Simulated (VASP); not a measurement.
# MgO (P4/mmm) in VASP: settings compared, part 2 of 2

VASP 6.6.1. Earlier steps stand in the parts before.

## 3. Single point, PBE+D4

Input file INCAR:

```
SYSTEM = MgO
PREC     = Accurate       ! precision mode
ENCUT    = 520            ! plane-wave cutoff, eV
EDIFF    = 1E-6           ! SCF threshold, eV
ISMEAR   = 0              ! smearing method
SIGMA    = 0.02           ! smearing width, eV
LREAL    = .FALSE.        ! projectors in reciprocal space
LASPH    = .TRUE.         ! aspherical terms in the spheres
NELM     = 100            ! most SCF steps
ALGO     = Normal         ! electronic algorithm
ISIF     = 2              ! what is computed and relaxed
LWAVE    = .FALSE.        ! write WAVECAR
LCHARG   = .TRUE.         ! write CHGCAR
GGA      = PE             ! functional
IVDW     = 13             ! dispersion correction
LELF     = .TRUE.         ! ELF
LVHAR    = .TRUE.       
NBANDS   = 11             ! bands
```

Input file KPOINTS:

```
regular mesh
0
G
  10 10 6
  0 0 0
```

Input file POSCAR:

```
MgO
1.0
    2.8288799266      0.0000000000      0.0000000000
    0.0000000000      2.8288799266      0.0000000000
    0.0000000000      0.0000000000      5.0728982557
Mg O
1 1
Direct
    0.0000000000      0.0000000000      0.0000000000
    0.5000000000      0.5000000000      0.0000000000
```

Potentials or basis: VASP PAW PBE potentials, release 64 (Mg, O).

Launch:

```sh
cat potpaw_PBE.64/Mg/POTCAR potpaw_PBE.64/O/POTCAR > POTCAR
mpirun -np 1 vasp_std > vasp.out
```

OUTCAR:

```text
SYSTEM = MgO
   PREC = Accurate
   ENCUT = 520
   EDIFF = 1E-6
   ISMEAR = 0
   LREAL = .FALSE.
   LASPH = .TRUE.
   NELM = 100
   ISIF = 2
   GGA = PE
   IVDW = 13

 ion  position               nearest neighbor table
   1  0.000  0.000  0.000-   2 2.00   2 2.00   2 2.00   2 2.00
   2  0.500  0.500  0.000-   1 2.00   1 2.00   1 2.00   1 2.00

  LATTYP: Found a simple tetragonal cell.
 ALAT       =     2.8288799266
 C/A-ratio  =     1.7932532972

  Lattice vectors:

 A1 = (   2.8288799266,   0.0000000000,   0.0000000000)
 A2 = (   0.0000000000,   2.8288799266,   0.0000000000)
 A3 = (   0.0000000000,   0.0000000000,   5.0728982557)

Analysis of symmetry for initial positions (statically):
=====================================================================
 Subroutine PRICEL returns:
 Original cell was already a primitive cell.

 Routine SETGRP: Setting up the symmetry group for a
 simple tetragonal supercell.

 Subroutine GETGRP returns: Found 16 space group operations
 (whereof 16 operations were pure point group operations)
 out of a pool of 16 trial point group operations.

The static configuration has the point symmetry D_4h.

Analysis of symmetry for dynamics (positions and initial velocities):
=====================================================================
 Subroutine PRICEL returns:
 Original cell was already a primitive cell.

 Routine SETGRP: Setting up the symmetry group for a
 simple tetragonal supercell.

 Subroutine GETGRP returns: Found 16 space group operations
 (whereof 16 operations were pure point group operations)
 out of a pool of 16 trial point group operations.

The dynamic configuration has the point symmetry D_4h.

 Subroutine INISYM returns: Found 16 space group operations
 (whereof 16 operations are pure point group operations),
 and found     1 'primitive' translations

----------------------------------------------------------------------------------------

                                     Primitive cell

  volume of cell :      40.5962

  direct lattice vectors                    reciprocal lattice vectors
     2.828879927  0.000000000  0.000000000     0.353496799  0.000000000  0.000000000
     0.000000000  2.828879927  0.000000000     0.000000000  0.353496799  0.000000000
     0.000000000  0.000000000  5.072898256     0.000000000  0.000000000  0.197125972

  length of vectors
     2.828879927  2.828879927  5.072898256     0.353496799  0.353496799  0.197125972

  position of ions in fractional coordinates (direct lattice)
     0.000000000  0.000000000  0.000000000
     0.500000000  0.500000000  0.000000000

  ion indices of the primitive-cell ions
   primitive index   ion index
                 1           1
                 2           2

----------------------------------------------------------------------------------------

 KPOINTS: regular mesh

Automatic generation of k-mesh.
[... 24 lines left out ...]
  0.100000  0.000000  0.000000      4.000000
  0.200000  0.000000  0.000000      4.000000
  0.300000  0.000000  0.000000      4.000000
  0.400000  0.000000  0.000000      4.000000
  0.500000  0.000000  0.000000      2.000000
[... 16 lines left out ...]
  0.100000  0.000000  0.166667      8.000000
  0.200000  0.000000  0.166667      8.000000
 [... further k-points ...]
   k-points           NKPTS =     84   k-points in BZ     NKDIM =     84   number of bands    NBANDS=     11
   number of dos      NEDOS =    301   number of ions     NIONS =      2
   total plane-waves  NPLWV =  23040
   dimension x,y,z NGX =    24 NGY =   24 NGZ =   40
   dimension x,y,z NGXF=    48 NGYF=   48 NGZF=   80
   ions per type =               1   1
   NGX,Y,Z   is equivalent  to a cutoff of  14.10, 14.10, 13.11 a.u.
   NGXF,Y,Z  is equivalent  to a cutoff of  28.21, 28.21, 26.22 a.u.
 SYSTEM =  MgO
   PREC   = accura    normal or accurate (medium, high low for compatibility)
   ISTART =      0    job   : 0-new  1-cont  2-samecut
   ICHARG =      2    charge: 1-file 2-atom 10-const
   ISPIN  =      1    spin polarized calculation?
   LNONCOLLINEAR =      F non collinear calculations
   LSORBIT =      F    spin-orbit coupling
   LASPH  =      T    aspherical Exc in radial PAW
   ENCUT  =  520.0 eV  38.22 Ry    6.18 a.u.   5.26  5.26  9.43*2*pi/ulx,y,z
   NELM   =    100;   NELMIN=  2; NELMDL= -5     # of ELM steps
   EDIFF  = 0.1E-05   stopping-criterion for ELM
   LREAL  =      F    real-space projection
   EDIFFG = 0.1E-04   stopping-criterion for IOM
   NSW    =      0    number of steps for IOM
   IBRION =     -1    ionic relax: 0-MD 1-quasi-New 2-CG
   NFREE  =      0    steps in history (QN), initial steepest desc. (CG)
   ISIF   =      2    stress and relaxation
   ISYM   =      2    0-nonsym 1-usesym 2-fastsym
   POTIM  = 0.5000    time-step for ionic-motion
   TEBEG  =    0.0;   TEEND  =   0.0 temperature during run
   PSTRESS=    0.0 pullay stress
   NELECT =       8.0000    total number of electrons
   NUPDOWN=      -1.0000    fix difference up-down
   EMIN   =  10.00;   EMAX   =-10.00  energy-range for DOS
   EFERMI =   0.00;   METHOD = LEGACY
   ISMEAR =     0;   SIGMA  =   0.02  broadening in eV -4-tet -1-fermi 0-gaus
   EFERMI_NEDOS =   21; number of points for ismear=-14 and -15
   IALGO  =     38    algorithm
   IMIX   =      4    mixing-type and parameters
     AMIX     =   0.40;   BMIX     =  1.00
     AMIX_MAG =   1.60;   BMIX_MAG =  1.00
  volume/ion in A,a.u.               =      20.30       136.98
  Fermi-wavevector in a.u.,A,eV,Ry     =   0.952671  1.800288 12.348412  0.907583
  Thomas-Fermi vector in A             =   2.081256
   LORBIT       =      0    0 simple, 1 ext, 2 COOP (PROOUT), +10 PAW based schemes
   GGA     = PE    functional components
   LHFCALC =     F    Hartree Fock is set to
   AEXX    =    0.0000 exact exchange contribution
   IVDW    =    13    specifies the selected vdW correction
   LEPSILON=     F    determine dielectric tensor
   LRPA    =     F    only Hartree local field effects (RPA)
 non-spin polarized calculation
 Gauss-broadening in eV      SIGMA  =   0.02
  energy-cutoff  :      520.00
  volume of cell :       40.60
 maximum number of plane-waves:      1122
 NGX is ok and might be reduce to    24
   NGX = 11   NGY = 11   NGZ = 19

 number of electron       8.0000004 magnetization

 Free energy of the ion-electron system (eV)
  ---------------------------------------------------
  ext. energy  EPLUGINS =         0.00000000
  ---------------------------------------------------
  free energy    TOTEN  =       -11.10136657 eV

  energy without entropy =      -11.10136657  energy(sigma->0) =      -11.10136657

 E-fermi :  -0.9468     XC(G=0):  -6.8149

 val. band max:       -1.1188671619   @ k =   0.5000   0.5000   0.0000
 cond. band min:       1.1444992075   @ k =   0.0000   0.0000   0.0000
 fundamental gap:      2.2633663695
 Fermi energy:        -0.9468349218

 k-point     1 :       0.0000    0.0000    0.0000
  band No.  band energies     occupation
      1     -17.4132      2.00000
      2      -2.8841      2.00000
      3      -1.3607      2.00000
      4      -1.3607      2.00000
      5       1.1445      0.00000
      6       7.2682      0.00000
      7       8.5252      0.00000
      8      11.1550      0.00000
      9      18.7217      0.00000
     10      18.7219      0.00000
     11      18.9531      0.00000
[... 309 lines left out ...]
 k-point    24 :       0.2000    0.0000    0.1667
  band No.  band energies     occupation
      1     -17.1807      2.00000
      2      -2.8473      2.00000
      3      -2.6498      2.00000
      4      -1.3564      2.00000
      5       2.4473      0.00000
      6       6.5860      0.00000
      7      10.1671      0.00000
      8      11.3788      0.00000
      9      14.0948      0.00000
     10      15.8964      0.00000
     11      18.4299      0.00000

 [... further k-points ...]

------------------------ aborting loop because EDIFF is reached ----------------------------------------

  DFT-D4 for vdW energy calculation

  Edisp (eV):   -0.20630

  FORCE on cell =-STRESS in cart. coord.  units (eV):
  Direction    XX          YY          ZZ          XY          YZ          ZX
  --------------------------------------------------------------------------------------
  -------------------------------------------------------------------------------------
  Total      -0.31544    -0.31544    -0.17916     0.00000     0.00000     0.00000
  in kB     -12.44910   -12.44910    -7.07068     0.00000     0.00000     0.00000
  external pressure =      -10.66 kB  Pullay stress =        0.00 kB

 VOLUME and BASIS-vectors are now :
 -----------------------------------------------------------------------------
  energy-cutoff  :      520.00
  volume of cell :       40.60
      direct lattice vectors                 reciprocal lattice vectors
     2.828879927  0.000000000  0.000000000     0.353496799  0.000000000  0.000000000
     0.000000000  2.828879927  0.000000000     0.000000000  0.353496799  0.000000000
     0.000000000  0.000000000  5.072898256     0.000000000  0.000000000  0.197125972

 POSITION                                       TOTAL-FORCE (eV/Angst)
 -----------------------------------------------------------------------------------
      0.00000      0.00000      0.00000         0.000000      0.000000      0.000000
      1.41444      1.41444      0.00000         0.000000      0.000000      0.000000
 -----------------------------------------------------------------------------------
    total drift:                                0.000000     -0.000000     -0.000000

  FREE ENERGIE OF THE ION-ELECTRON SYSTEM (eV)
  ---------------------------------------------------
  free  energy   TOTEN  =       -11.3076619257 eV

  energy  without entropy=      -11.3076619257  energy(sigma->0) =      -11.30766193
```

It took 18 s on 1 thread of Intel Xeon Platinum 8559C (Emerald Rapids), shared host; peak memory 0.17 GiB.

What came out:

| Property | Result |
| --- | --- |
| Free energy | -11.3077 eV |
| Pressure | -1.1 GPa |
| Band gap on the k mesh | 2.26 eV, indirect (least direct gap 2.51 eV) |
| Dispersion energy per atom | -0.103 eV |

Stress tensor (GPa, compression positive):
```
-1.24  0.00  0.00
 0.00 -1.24  0.00
 0.00  0.00 -0.71
```

Levels at points of the mesh, in eV from the valence-band top:
```
           k point  band 1  band 2  band 3  band 4  band 5  band 6  band 7  band 8
(0.00, 0.00, 0.00)  -16.29   -1.77   -0.24   -0.24    2.26    8.39    9.64   12.27
(0.50, 0.00, 0.00)  -15.57   -3.76   -0.78   -0.23    6.99    7.35    7.87   13.13
(0.50, 0.50, 0.00)  -15.18   -2.75   -2.75    0.00    8.28   11.70   11.70   11.95
(0.00, 0.00, 0.50)  -16.29   -2.12   -0.24   -0.24    4.62    4.68   12.36   14.20
(0.50, 0.00, 0.50)  -15.57   -3.73   -0.89   -0.23    5.84    9.00    9.38    9.72
(0.50, 0.50, 0.50)  -15.18   -2.74   -2.74   -0.04    9.12   10.14   10.14   10.33
```
